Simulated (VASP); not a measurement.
A run of VASP 6.6.1 is set up as follows.

File INCAR:

```
  ALGO = Normal
  EDIFF = 1E-7
  ENCUT = 520
  GGA = PS
  ISIF = 2
  ISMEAR = 1
  LASPH = True
  LCHARG = False
  LREAL = False
  LWAVE = False
  NBANDS = 17
  NELM = 80
  PREC = Accurate
  SIGMA = 0.1
```

The input KPOINTS:

```
k-points
0
Gamma
  7 7 4
```

File POSCAR:

```
Pt
1.0
    2.6918640664     -0.0012073731     -0.0006187189
   -1.3469882445      2.3221148074     -0.0004861464
   -0.0010792652     -0.0020320894      4.8595193214
Pt
2
Direct
    0.6834837753      0.3205748401      0.7326460656
    0.2995650487      0.7196871193      0.2265100474
```

Potentials or basis: VASP PAW PBE potentials, release 64 (Pt).

Run with:

```console
$ cat potpaw_PBE.64/Pt/POTCAR > POTCAR
$ mpirun -np 1 vasp_std > vasp.out
```

Task: What does it give for the pressure?

Result: 0.7 GPa.

Task: What does it give for the band gap on the k mesh?

Result: Zero (band 10 reaches 11.31 eV, above the bottom of band 11 at 10.12 eV).

Forces on the atoms (eV/Å):
```
Pt   0.209 -0.093 -0.323
Pt  -0.209  0.093  0.323
```

Caveat: the k points lie up to 0.39 Å⁻¹ apart; the PAW data sets were made with another functional, which shifts forces and pressure a little; spin-orbit coupling is left out, which moves the levels of the heavy elements.
